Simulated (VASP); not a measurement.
# SnTe (I4mm) in VASP: single point with PBE

Aim: the single point of SnTe with PBE.

All numbers are computed with VASP 6.6.1; they aren't measurements. Logs are shortened: lines on timing, memory, paths and dates and some standing lists are left out, and cuts for length are marked.

### Step 1. The cell of the first run

The structure is tetragonal, space group I4mm (No. 107). The conventional cell has a = 4.464 Å, b = 4.464 Å, c = 6.313 Å, α = 90.00°, β = 90.00°, γ = 90.00°. Within 4.0 Å of Sn (site symmetry 4mm) lie 6 Te at 3.01 to 3.31 Å. Within 4.0 Å of Te (site symmetry 4mm) lie 6 Sn at 3.01 to 3.31 Å.

### Step 2. Single point, PBE (one atom moved)

The input, INCAR:

```
SYSTEM = SnTe
PREC = Accurate
ENCUT = 520
EDIFF = 1E-6
ISMEAR = 0
SIGMA = 0.05
LREAL = .False.
LASPH = .True.
NELM = 60
ALGO = Normal
ISIF = 2
LWAVE = .False.
LCHARG = .True.
GGA = PE
LELF = .True.
LVHAR = .True.
NBANDS = 17
```

The input, KPOINTS:

```
regular mesh
0
Gamma
  10 10 10
  0 0 0
```

The input, POSCAR:

```
SnTe
1.0
    0.0000000000      3.1565000000      3.1565000000
    3.1565000000      0.0000000000      3.1565000000
    3.1565000000      3.1565000000      0.0000000000
Sn Te
1 1
Direct
    0.0237604942     -0.0237604942      0.0237604942
    0.5000000000      0.5000000000      0.5000000000
```

Potentials or basis: VASP PAW PBE potentials, release 64 (Sn_d, Te).

Started as:

```bash
$ cat potpaw_PBE.64/Sn_d/POTCAR potpaw_PBE.64/Te/POTCAR > POTCAR
$ mpirun -np 1 vasp_std > vasp.out
```

OUTCAR:

```text
SYSTEM = SnTe
   PREC = Accurate
   ENCUT = 520
   EDIFF = 1E-6
   ISMEAR = 0
   LREAL = .False.
   LASPH = .True.
   NELM = 60
   ISIF = 2
   GGA = PE

 ion  position               nearest neighbor table
   1  0.024  0.976  0.024-   2 3.01   2 3.16   2 3.16   2 3.16   2 3.16   2 3.31
   2  0.500  0.500  0.500-   1 3.01   1 3.16   1 3.16   1 3.16   1 3.16   1 3.31

  LATTYP: Found a face centered cubic cell.
 ALAT       =     6.3130000000

  Lattice vectors:

 A1 = (   0.0000000000,   3.1565000000,   3.1565000000)
 A2 = (   3.1565000000,   0.0000000000,   3.1565000000)
 A3 = (   3.1565000000,   3.1565000000,   0.0000000000)

Analysis of symmetry for initial positions (statically):
=====================================================================
 Subroutine PRICEL returns:
 Original cell was already a primitive cell.

 Routine SETGRP: Setting up the symmetry group for a
 face centered cubic supercell.

 Subroutine GETGRP returns: Found  8 space group operations
 (whereof  8 operations were pure point group operations)
 out of a pool of 48 trial point group operations.

The static configuration has the point symmetry C_4v.

Analysis of symmetry for dynamics (positions and initial velocities):
=====================================================================
 Subroutine PRICEL returns:
 Original cell was already a primitive cell.

 Routine SETGRP: Setting up the symmetry group for a
 face centered cubic supercell.

 Subroutine GETGRP returns: Found  8 space group operations
 (whereof  8 operations were pure point group operations)
 out of a pool of 48 trial point group operations.

The dynamic configuration has the point symmetry C_4v.

 Subroutine INISYM returns: Found  8 space group operations
 (whereof  8 operations are pure point group operations),
 and found     1 'primitive' translations

----------------------------------------------------------------------------------------

                                     Primitive cell

  volume of cell :      62.8995

  direct lattice vectors                    reciprocal lattice vectors
     0.000000000  3.156500000  3.156500000    -0.158403295  0.158403295  0.158403295
     3.156500000  0.000000000  3.156500000     0.158403295 -0.158403295  0.158403295
     3.156500000  3.156500000  0.000000000     0.158403295  0.158403295 -0.158403295

  length of vectors
     4.463965110  4.463965110  4.463965110     0.274362555  0.274362555  0.274362555

  position of ions in fractional coordinates (direct lattice)
     0.023760494  0.976239506  0.023760494
     0.500000000  0.500000000  0.500000000

  ion indices of the primitive-cell ions
   primitive index   ion index
                 1           1
                 2           2

----------------------------------------------------------------------------------------

 KPOINTS: regular mesh

Automatic generation of k-mesh.
 Grid dimensions read from file:
 generate k-points for:   10   10   10

 Generating k-lattice:

  Cartesian coordinates                     Fractional coordinates (reciprocal lattice)
    -0.015840329  0.015840329  0.015840329     0.100000000  0.000000000  0.000000000
     0.015840329 -0.015840329  0.015840329     0.000000000  0.100000000  0.000000000
     0.015840329  0.015840329 -0.015840329     0.000000000  0.000000000  0.100000000

  Length of vectors
     0.027436255  0.027436255  0.027436255

  Shift w.r.t. Gamma in fractional coordinates (k-lattice)
     0.000000000  0.000000000  0.000000000

 Subroutine IBZKPT returns following result:
 ===========================================

 Found    102 irreducible k-points:

 Following reciprocal coordinates:
            Coordinates               Weight
  0.000000  0.000000  0.000000      1.000000
  0.100000  0.000000  0.000000      8.000000
  0.200000  0.000000  0.000000      8.000000
  0.300000  0.000000  0.000000      8.000000
  0.400000  0.000000  0.000000      8.000000
  0.500000  0.000000  0.000000      4.000000
[... 16 lines left out ...]
 -0.100000  0.100000  0.000000      8.000000
  0.100000  0.000000 -0.100000      4.000000
 [... further k-points ...]
   k-points           NKPTS =    102   k-points in BZ     NKDIM =    102   number of bands    NBANDS=     17
   number of dos      NEDOS =    301   number of ions     NIONS =      2
   total plane-waves  NPLWV =  46656
   dimension x,y,z NGX =    36 NGY =   36 NGZ =   36
   dimension x,y,z NGXF=    72 NGYF=   72 NGZF=   72
   ions per type =               1   1
   NGX,Y,Z   is equivalent  to a cutoff of  13.41, 13.41, 13.41 a.u.
   NGXF,Y,Z  is equivalent  to a cutoff of  26.81, 26.81, 26.81 a.u.
 SYSTEM =  SnTe
   PREC   = accura    normal or accurate (medium, high low for compatibility)
   ISTART =      0    job   : 0-new  1-cont  2-samecut
   ICHARG =      2    charge: 1-file 2-atom 10-const
   ISPIN  =      1    spin polarized calculation?
   LNONCOLLINEAR =      F non collinear calculations
   LSORBIT =      F    spin-orbit coupling
   LASPH  =      T    aspherical Exc in radial PAW
   ENCUT  =  520.0 eV  38.22 Ry    6.18 a.u.   8.30  8.30  8.30*2*pi/ulx,y,z
   NELM   =     60;   NELMIN=  2; NELMDL= -5     # of ELM steps
   EDIFF  = 0.1E-05   stopping-criterion for ELM
   LREAL  =      F    real-space projection
   EDIFFG = 0.1E-04   stopping-criterion for IOM
   NSW    =      0    number of steps for IOM
   IBRION =     -1    ionic relax: 0-MD 1-quasi-New 2-CG
   NFREE  =      0    steps in history (QN), initial steepest desc. (CG)
   ISIF   =      2    stress and relaxation
   ISYM   =      2    0-nonsym 1-usesym 2-fastsym
   POTIM  = 0.5000    time-step for ionic-motion
   TEBEG  =    0.0;   TEEND  =   0.0 temperature during run
   PSTRESS=    0.0 pullay stress
   NELECT =      20.0000    total number of electrons
   NUPDOWN=      -1.0000    fix difference up-down
   EMIN   =  10.00;   EMAX   =-10.00  energy-range for DOS
   EFERMI =   0.00;   METHOD = LEGACY
   ISMEAR =     0;   SIGMA  =   0.05  broadening in eV -4-tet -1-fermi 0-gaus
   EFERMI_NEDOS =   21; number of points for ismear=-14 and -15
   IALGO  =     38    algorithm
   IMIX   =      4    mixing-type and parameters
     AMIX     =   0.40;   BMIX     =  1.00
     AMIX_MAG =   1.60;   BMIX_MAG =  1.00
  volume/ion in A,a.u.               =      31.45       212.23
  Fermi-wavevector in a.u.,A,eV,Ry     =   1.117384  2.111549 16.987507  1.248547
  Thomas-Fermi vector in A             =   2.254006
   LORBIT       =      0    0 simple, 1 ext, 2 COOP (PROOUT), +10 PAW based schemes
   GGA     = PE    functional components
   LHFCALC =     F    Hartree Fock is set to
   AEXX    =    0.0000 exact exchange contribution
   IVDW    =     0    specifies the selected vdW correction
   LEPSILON=     F    determine dielectric tensor
   LRPA    =     F    only Hartree local field effects (RPA)
 non-spin polarized calculation
 Gauss-broadening in eV      SIGMA  =   0.05
  energy-cutoff  :      520.00
  volume of cell :       62.90
 maximum number of plane-waves:      1717
 NGX is ok and might be reduce to    36
   NGX = 17   NGY = 17   NGZ = 17

 number of electron      20.0000000 magnetization

 Free energy of the ion-electron system (eV)
  ---------------------------------------------------
  ext. energy  EPLUGINS =         0.00000000
  ---------------------------------------------------
  free energy    TOTEN  =        -7.54227442 eV

  energy without entropy =       -7.54227442  energy(sigma->0) =       -7.54227442

 E-fermi :   6.9487     XC(G=0):  -9.4649

 val. band max:        6.7494623003   @ k =   0.5000   0.0000   0.0000
 cond. band min:       7.1450637448   @ k =   0.5000   0.0000   0.0000
 fundamental gap:      0.3956014445
 Fermi energy:         6.9486981107

 k-point     1 :       0.0000    0.0000    0.0000
  band No.  band energies     occupation
      1     -14.9890      2.00000
      2     -14.9857      2.00000
      3     -14.9837      2.00000
      4     -14.9793      2.00000
      5     -14.9793      2.00000
      6      -5.8974      2.00000
[... 9 lines left out ...]
     16      11.7995      0.00000
     17      13.7155      0.00000

 k-point     2 :       0.1000    0.0000    0.0000
  band No.  band energies     occupation
      1     -14.9893      2.00000
      2     -14.9861      2.00000
      3     -14.9833      2.00000
      4     -14.9790      2.00000
      5     -14.9788      2.00000
      6      -5.8137      2.00000
[... 9 lines left out ...]
     16      11.9294      0.00000
     17      14.3849      0.00000

 k-point     3 :       0.2000    0.0000    0.0000
  band No.  band energies     occupation
      1     -14.9904      2.00000
      2     -14.9875      2.00000
      3     -14.9821      2.00000
      4     -14.9780      2.00000
      5     -14.9772      2.00000
      6      -5.5720      2.00000
[... 9 lines left out ...]
     16      12.4501      0.00000
     17      15.8151      0.00000

 k-point     4 :       0.3000    0.0000    0.0000
  band No.  band energies     occupation
      1     -14.9919      2.00000
      2     -14.9893      2.00000
      3     -14.9810      2.00000
      4     -14.9764      2.00000
      5     -14.9751      2.00000
      6      -5.2091      2.00000
[... 9 lines left out ...]
     16      13.3461      0.00000
     17      17.6016      0.00000

 k-point     5 :       0.4000    0.0000    0.0000
  band No.  band energies     occupation
      1     -14.9932      2.00000
      2     -14.9908      2.00000
      3     -14.9803      2.00000
      4     -14.9749      2.00000
      5     -14.9733      2.00000
      6      -4.8244      2.00000
[... 9 lines left out ...]
     16      14.5430      0.00000
     17      16.8654      0.00000

 k-point     6 :       0.5000    0.0000    0.0000
  band No.  band energies     occupation
      1     -14.9937      2.00000
      2     -14.9913      2.00000
      3     -14.9800      2.00000
      4     -14.9743      2.00000
      5     -14.9726      2.00000
      6      -4.6379      2.00000
[... 9 lines left out ...]
     16      15.7169      0.00000
     17      15.7214      0.00000

 k-point     7 :       0.1000    0.1000    0.0000
  band No.  band energies     occupation
      1     -14.9901      2.00000
      2     -14.9856      2.00000
      3     -14.9828      2.00000
      4     -14.9796      2.00000
      5     -14.9783      2.00000
      6      -5.7863      2.00000
[... 9 lines left out ...]
     16      12.2393      0.00000
     17      13.9030      0.00000

 k-point     8 :       0.1000    0.0000    0.1000
  band No.  band energies     occupation
      1     -14.9885      2.00000
      2     -14.9871      2.00000
      3     -14.9841      2.00000
      4     -14.9783      2.00000
      5     -14.9783      2.00000
      6      -5.7854      2.00000
[... 9 lines left out ...]
     16      12.3228      0.00000
     17      13.8574      0.00000
[... 203 lines left out ...]
      1     -14.9925      2.00000
      2     -14.9899      2.00000
      3     -14.9809      2.00000
      4     -14.9758      2.00000
      5     -14.9740      2.00000
      6      -5.0161      2.00000
[... 9 lines left out ...]
     16      14.9709      0.00000
     17      16.5325      0.00000

 k-point    20 :       0.1000    0.0000   -0.3000
  band No.  band energies     occupation
      1     -14.9929      2.00000
      2     -14.9897      2.00000
      3     -14.9795      2.00000
      4     -14.9762      2.00000
      5     -14.9747      2.00000
      6      -5.0174      2.00000
[... 9 lines left out ...]
     16      15.0069      0.00000
     17      16.5285      0.00000

 k-point    21 :      -0.2000    0.1000    0.0000
  band No.  band energies     occupation
      1     -14.9910      2.00000
      2     -14.9883      2.00000
      3     -14.9822      2.00000
      4     -14.9775      2.00000
      5     -14.9755      2.00000
      6      -5.3936      2.00000
[... 9 lines left out ...]
     16      13.7340      0.00000
     17      15.1348      0.00000

 k-point    22 :       0.1000    0.0000   -0.2000
  band No.  band energies     occupation
      1     -14.9918      2.00000
      2     -14.9878      2.00000
      3     -14.9800      2.00000
      4     -14.9781      2.00000
      5     -14.9767      2.00000
      6      -5.3949      2.00000
[... 9 lines left out ...]
     16      13.7707      0.00000
     17      15.1431      0.00000

 k-point    23 :      -0.1000    0.1000    0.0000
  band No.  band energies     occupation
      1     -14.9898      2.00000
      2     -14.9870      2.00000
      3     -14.9832      2.00000
      4     -14.9786      2.00000
      5     -14.9774      2.00000
      6      -5.6771      2.00000
[... 9 lines left out ...]
     16      12.6896      0.00000
     17      14.2534      0.00000

 k-point    24 :       0.1000    0.0000   -0.1000
  band No.  band energies     occupation
      1     -14.9906      2.00000
      2     -14.9864      2.00000
      3     -14.9816      2.00000
      4     -14.9791      2.00000
      5     -14.9782      2.00000
      6      -5.6778      2.00000
[... 9 lines left out ...]
     16      12.7121      0.00000
     17      14.2732      0.00000

 [... further k-points ...]

------------------------ aborting loop because EDIFF is reached ----------------------------------------

  FORCE on cell =-STRESS in cart. coord.  units (eV):
  Direction    XX          YY          ZZ          XY          YZ          ZX
  --------------------------------------------------------------------------------------
  -------------------------------------------------------------------------------------
  Total        0.8052598      1.0775162      0.8052598      0.0000000      0.0000000      0.0000000
  in kB       20.5115859     27.4465018     20.5115859      0.0000000      0.0000000      0.0000000
  external PRESSURE =      22.8232246 kB  Pullay stress =       0.0000000 kB

 VOLUME and BASIS-vectors are now :
 -----------------------------------------------------------------------------
  energy-cutoff  :      520.00
  volume of cell :       62.90
      direct lattice vectors                 reciprocal lattice vectors
     0.000000000  3.156500000  3.156500000    -0.158403295  0.158403295  0.158403295
     3.156500000  0.000000000  3.156500000     0.158403295 -0.158403295  0.158403295
     3.156500000  3.156500000  0.000000000     0.158403295  0.158403295 -0.158403295

 POSITION                                       TOTAL-FORCE (eV/Angst)
 -----------------------------------------------------------------------------------
      3.15650      0.15000      3.15650         0.000000     -0.103694      0.000000
      3.15650      3.15650      3.15650         0.000000      0.103694      0.000000
 -----------------------------------------------------------------------------------
    total drift:                               -0.000000      0.000188     -0.000000

  FREE ENERGIE OF THE ION-ELECTRON SYSTEM (eV)
  ---------------------------------------------------
  free  energy   TOTEN  =        -7.5422744154 eV

  energy  without entropy=       -7.5422744154  energy(sigma->0) =       -7.54227442
```

Wall time 77 s (1 thread of AMD EPYC 9R45 (Zen 5), shared host); peak memory 0.24 GiB.

Results:

| Property | Result |
| --- | --- |
| Free energy | -7.5423 eV |
| Pressure | 2.3 GPa |
| Largest force | 0.104 eV/Å |
| Band gap on the k mesh | 0.40 eV, direct |

Forces on the atoms (eV/Å):
```
Sn   0.000 -0.104  0.000
Te   0.000  0.104  0.000
```

Stress tensor (GPa, compression positive):
```
2.05 0.00 0.00
0.00 2.74 0.00
0.00 0.00 2.05
```

Caveat: the cell differs from its parent crystal (one atom moved); spin-orbit coupling is left out, which moves the levels of the heavy elements. A k mesh can miss the band edges.
